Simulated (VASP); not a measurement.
# AlRu (Pm-3m) in VASP: settings compared, part 2 of 3

VASP 6.6.1.

## Step 3: Relaxation of cell and atoms, revPBE+D4

INCAR reads:

```
ALGO = Normal
EDIFF = 1E-6
EDIFFG = -0.01
ENCUT = 600
GGA = RE
IBRION = 2
ISIF = 3
ISMEAR = -1
IVDW = 13
LASPH = T
LCHARG = F
LREAL = F
LWAVE = F
NELM = 100
NSW = 60
PREC = Accurate
SIGMA = 0.05
```

KPOINTS reads:

```
k-points
0
Gamma
  9 9 9
```

POSCAR reads:

```
AlRu
1.0
    2.9916000000      0.0000000000      0.0000000000
    0.0000000000      2.9916000000      0.0000000000
    0.0000000000      0.0000000000      2.9916000000
Ru Al
1 1
Direct
    0.5000000000      0.5000000000      0.5000000000
    0.0000000000      0.0000000000      0.0000000000
```

Potentials or basis: VASP PAW PBE potentials, release 64 (Ru_pv, Al).

On the command line:

```bash
$ cat potpaw_PBE.64/Ru_pv/POTCAR potpaw_PBE.64/Al/POTCAR > POTCAR
$ mpirun -np 1 vasp_std > vasp.out
```

OUTCAR:

```text
EDIFF = 1E-6
   EDIFFG = -0.01
   ENCUT = 600
   GGA = RE
   IBRION = 2
   ISIF = 3
   ISMEAR = -1
   IVDW = 13
   LASPH = T
   LREAL = F
   NELM = 100
   NSW = 60
   PREC = Accurate

 ion  position               nearest neighbor table
   1  0.500  0.500  0.500-   2 2.59   2 2.59   2 2.59   2 2.59   2 2.59   2 2.59   2 2.59   2 2.59

   2  0.000  0.000  0.000-   1 2.59   1 2.59   1 2.59   1 2.59   1 2.59   1 2.59   1 2.59   1 2.59

  LATTYP: Found a simple cubic cell.
 ALAT       =     2.9916000000

  Lattice vectors:

 A1 = (   2.9916000000,   0.0000000000,   0.0000000000)
 A2 = (   0.0000000000,   2.9916000000,   0.0000000000)
 A3 = (   0.0000000000,   0.0000000000,   2.9916000000)

Analysis of symmetry for initial positions (statically):
=====================================================================
 Subroutine PRICEL returns:
 Original cell was already a primitive cell.

 Routine SETGRP: Setting up the symmetry group for a
 simple cubic supercell.

 Subroutine GETGRP returns: Found 48 space group operations
[... 9 lines left out ...]

 Routine SETGRP: Setting up the symmetry group for a
 simple cubic supercell.

 Subroutine GETGRP returns: Found 48 space group operations
[... 11 lines left out ...]
                                     Primitive cell

  volume of cell :      26.7738

  direct lattice vectors                    reciprocal lattice vectors
     2.991600000  0.000000000  0.000000000     0.334269287  0.000000000  0.000000000
     0.000000000  2.991600000  0.000000000     0.000000000  0.334269287  0.000000000
     0.000000000  0.000000000  2.991600000     0.000000000  0.000000000  0.334269287

  length of vectors
     2.991600000  2.991600000  2.991600000     0.334269287  0.334269287  0.334269287

  position of ions in fractional coordinates (direct lattice)
     0.500000000  0.500000000  0.500000000
     0.000000000  0.000000000  0.000000000

  ion indices of the primitive-cell ions
   primitive index   ion index
                 1           1
                 2           2

----------------------------------------------------------------------------------------

 KPOINTS: k-points

Automatic generation of k-mesh.
 Grid dimensions read from file:
 generate k-points for:    9    9    9

 Generating k-lattice:

  Cartesian coordinates                     Fractional coordinates (reciprocal lattice)
     0.037141032  0.000000000  0.000000000     0.111111111  0.000000000  0.000000000
     0.000000000  0.037141032  0.000000000     0.000000000  0.111111111  0.000000000
     0.000000000  0.000000000  0.037141032     0.000000000  0.000000000  0.111111111

  Length of vectors
     0.037141032  0.037141032  0.037141032

  Shift w.r.t. Gamma in fractional coordinates (k-lattice)
     0.000000000  0.000000000  0.000000000

 Subroutine IBZKPT returns following result:
 ===========================================

 Found     35 irreducible k-points:

 Following reciprocal coordinates:
            Coordinates               Weight
  0.000000  0.000000  0.000000      1.000000
  0.111111  0.000000  0.000000      6.000000
  0.222222  0.000000  0.000000      6.000000
  0.333333  0.000000  0.000000      6.000000
  0.444444  0.000000  0.000000      6.000000
  0.111111  0.111111  0.000000     12.000000
[... 16 lines left out ...]
  0.333333  0.333333  0.111111     24.000000
  0.444444  0.333333  0.111111     48.000000
 [... further k-points ...]
   k-points           NKPTS =     35   k-points in BZ     NKDIM =     35   number of bands    NBANDS=     12
   number of dos      NEDOS =    301   number of ions     NIONS =      2
   total plane-waves  NPLWV =  13824
   dimension x,y,z NGX =    24 NGY =   24 NGZ =   24
   dimension x,y,z NGXF=    48 NGYF=   48 NGZF=   48
   ions per type =               1   1
   NGX,Y,Z   is equivalent  to a cutoff of  13.34, 13.34, 13.34 a.u.
   NGXF,Y,Z  is equivalent  to a cutoff of  26.67, 26.67, 26.67 a.u.
 SYSTEM =  unknown system
   PREC   = accura    normal or accurate (medium, high low for compatibility)
   ISTART =      0    job   : 0-new  1-cont  2-samecut
   ICHARG =      2    charge: 1-file 2-atom 10-const
   ISPIN  =      1    spin polarized calculation?
   LNONCOLLINEAR =      F non collinear calculations
   LSORBIT =      F    spin-orbit coupling
   LASPH  =      T    aspherical Exc in radial PAW
   ENCUT  =  600.0 eV  44.10 Ry    6.64 a.u.   5.97  5.97  5.97*2*pi/ulx,y,z
   NELM   =    100;   NELMIN=  2; NELMDL= -5     # of ELM steps
   EDIFF  = 0.1E-05   stopping-criterion for ELM
   LREAL  =      F    real-space projection
   EDIFFG = -.1E-01   stopping-criterion for IOM
   NSW    =     60    number of steps for IOM
   IBRION =      2    ionic relax: 0-MD 1-quasi-New 2-CG
   NFREE  =      1    steps in history (QN), initial steepest desc. (CG)
   ISIF   =      3    stress and relaxation
   ISYM   =      2    0-nonsym 1-usesym 2-fastsym
   POTIM  = 0.5000    time-step for ionic-motion
   TEBEG  =    0.0;   TEEND  =   0.0 temperature during run
   PSTRESS=    0.0 pullay stress
   NELECT =      17.0000    total number of electrons
   NUPDOWN=      -1.0000    fix difference up-down
   EMIN   =  10.00;   EMAX   =-10.00  energy-range for DOS
   EFERMI =   0.00;   METHOD = LEGACY
   ISMEAR =    -1;   SIGMA  =   0.05  broadening in eV -4-tet -1-fermi 0-gaus
   EFERMI_NEDOS =   21; number of points for ismear=-14 and -15
   IALGO  =     38    algorithm
   IMIX   =      4    mixing-type and parameters
     AMIX     =   0.40;   BMIX     =  1.00
     AMIX_MAG =   1.60;   BMIX_MAG =  1.00
  volume/ion in A,a.u.               =      13.39        90.34
  Fermi-wavevector in a.u.,A,eV,Ry     =   1.407087  2.659009 26.938090  1.979894
  Thomas-Fermi vector in A             =   2.529382
   LORBIT       =      0    0 simple, 1 ext, 2 COOP (PROOUT), +10 PAW based schemes
   GGA     = RE    functional components
   LHFCALC =     F    Hartree Fock is set to
   AEXX    =    0.0000 exact exchange contribution
   IVDW    =    13    specifies the selected vdW correction
   LEPSILON=     F    determine dielectric tensor
   LRPA    =     F    only Hartree local field effects (RPA)
 conjugate gradient relaxation of ions
 non-spin polarized calculation
  energy-cutoff  :      600.00
  volume of cell :       26.77
 maximum number of plane-waves:       922
 NGX is ok and might be reduce to    24
   NGX = 11   NGY = 11   NGZ = 11

--------------------------------------- Ionic step        1  -------------------------------------------

 number of electron      16.9999995 magnetization

 Free energy of the ion-electron system (eV)
  ---------------------------------------------------
  ext. energy  EPLUGINS =         0.00000000
  ---------------------------------------------------
  free energy    TOTEN  =       -13.54794962 eV

  energy without entropy =      -13.53246160  energy(sigma->0) =      -13.54020561

------------------------ aborting loop because EDIFF is reached ----------------------------------------

  DFT-D4 for vdW energy calculation

  Edisp (eV):   -1.55209

  FORCE on cell =-STRESS in cart. coord.  units (eV):
  Direction    XX          YY          ZZ          XY          YZ          ZX
  --------------------------------------------------------------------------------------
  -------------------------------------------------------------------------------------
  Total      -0.70673    -0.70673    -0.70673     0.00000     0.00000    -0.00000
  in kB     -42.29146   -42.29146   -42.29146     0.00000     0.00000    -0.00000
  external pressure =      -42.29 kB  Pullay stress =        0.00 kB
[... 61 lines left out ...]
  energy  without entropy=      -15.0746572700  energy(sigma->0) =      -15.08188588

--------------------------------------- Ionic step        3  -------------------------------------------

 number of electron      16.9999996 magnetization

 Free energy of the ion-electron system (eV)
  ---------------------------------------------------
  ext. energy  EPLUGINS =         0.00000000
  ---------------------------------------------------
  free energy    TOTEN  =       -13.52385661 eV

  energy without entropy =      -13.50879049  energy(sigma->0) =      -13.51632355

 E-fermi :  10.9839     XC(G=0): -12.6201

 val. band max:       10.9813028158   @ k =   0.4444   0.1111   0.1111
 cond. band min:      11.0518747889   @ k =   0.1111   0.1111   0.0000
 fundamental gap:      0.0705719731
 Fermi energy:        10.9838811366

 k-point     1 :       0.0000    0.0000    0.0000
  band No.  band energies     occupation
      1     -30.7335      2.00000
      2     -30.7335      2.00000
      3     -30.7335      2.00000
      4       1.2906      2.00000
      5       7.3860      2.00000
      6       7.3860      2.00000
      7      11.2300      0.01446
      8      11.2300      0.01446
      9      11.2300      0.01446
     10      17.2747      0.00000
     11      17.2747      0.00000
     12      17.2747      0.00000
[... 331 lines left out ...]
 k-point    24 :       0.4444    0.3333    0.1111
  band No.  band energies     occupation
      1     -30.9273      2.00000
      2     -30.8744      2.00000
      3     -30.7251      2.00000
      4       5.1491      2.00000
      5       7.2362      2.00000
      6       8.4875      2.00000
      7       9.1035      2.00000
      8      10.3136      2.00000
      9      10.7581      1.97836
     10      13.3629      0.00000
     11      17.3109      0.00000
     12      18.4398      0.00000

 [... further k-points ...]

------------------------ aborting loop because EDIFF is reached ----------------------------------------

  DFT-D4 for vdW energy calculation

  Edisp (eV):   -1.58345

  FORCE on cell =-STRESS in cart. coord.  units (eV):
  Direction    XX          YY          ZZ          XY          YZ          ZX
  --------------------------------------------------------------------------------------
  -------------------------------------------------------------------------------------
  Total      -0.00252    -0.00252    -0.00252    -0.00000     0.00000    -0.00000
  in kB      -0.15361    -0.15361    -0.15361    -0.00000     0.00000    -0.00000
  external pressure =       -0.15 kB  Pullay stress =        0.00 kB
[... 17 lines left out ...]
  FREE ENERGIE OF THE ION-ELECTRON SYSTEM (eV)
  ---------------------------------------------------
  free  energy   TOTEN  =       -15.1073105440 eV

  energy  without entropy=      -15.0922444238  energy(sigma->0) =      -15.09977748

 reached required accuracy - stopping structural energy minimisation
```

OSZICAR:

```text
N       E                     dE             d eps       ncg     rms          rms(c)
DAV:   1     0.128083666060E+03    0.12808E+03   -0.10407E+04   840   0.149E+03
DAV:   2    -0.117287843090E+02   -0.13981E+03   -0.13414E+03   884   0.373E+02
DAV:   3    -0.141773651638E+02   -0.24486E+01   -0.24013E+01   984   0.512E+01
[... 24 lines left out ...]
DAV:   4    -0.135237367698E+02    0.24076E-03   -0.11120E-02   880   0.755E-01    0.149E-01
DAV:   5    -0.135238225543E+02   -0.85785E-04   -0.11452E-03   984   0.416E-01    0.715E-02
DAV:   6    -0.135238579563E+02   -0.35402E-04   -0.12266E-04   952   0.128E-01    0.141E-02
DAV:   7    -0.135238564118E+02    0.15444E-05   -0.17745E-05   988   0.467E-02    0.576E-03
DAV:   8    -0.135238566072E+02   -0.19542E-06   -0.10389E-06   508   0.115E-02
   3 F= -.15107311E+02 E0= -.15099777E+02  d E =-.727374E-02
```

Run time: 34 s. Hardware: 1 thread of Intel Xeon 8259CL, shared host; peak memory 0.15 GiB.

Results:

| Property | Result |
| --- | --- |
| Free energy | -15.1073 eV |
| Relaxed volume | 13.12 Å³/atom |
| Relaxed cell | a = 2.972 Å, b = 2.972 Å, c = 2.972 Å, α = 90.00°, β = 90.00°, γ = 90.00° |
| Space group after relaxing (to 0.05 Å) | Pm-3m (No. 221) |
| Energy gained by relaxing | 3.6 meV/atom |
| Ionic steps | 3 |
| Pressure after relaxing | 0.0 GPa |
| Dispersion energy per atom | -0.792 eV |

Step by step:
| step | energy change (eV) | largest force (eV/Å) | pressure (GPa) | volume (Å³) |
| --- | --- | --- | --- | --- |
| 1 | 0.0000 | 0.0000 | -4.23 | 26.77 |
| 2 | 0.0109 | 0.0000 | 7.42 | 25.43 |
| 3 | -0.0073 | 0.0000 | -0.02 | 26.24 |

Final structure:
```
Ru Al
1.0
     2.97162    0.00000    0.00000
     0.00000    2.97162    0.00000
     0.00000    0.00000    2.97162
Ru Al
1 1
Direct
  0.50000 0.50000 0.50000
  0.00000 0.00000 0.00000
```

Levels at points of the mesh, in eV from the Fermi level:
| k point | band 6 | band 7 | band 8 | band 9 | band 10 | band 11 | band 12 |
| --- | --- | --- | --- | --- | --- | --- | --- |
| (0.00, 0.00, 0.00) | -3.60 | 0.25 | 0.25 | 0.25 | 6.29 | 6.29 | 6.29 |

Caveat: the PAW data sets were made with another functional, which shifts forces and pressure a little; pairwise dispersion overbinds metals, which lowers pressure and volume.

[end of part 2 of 3]
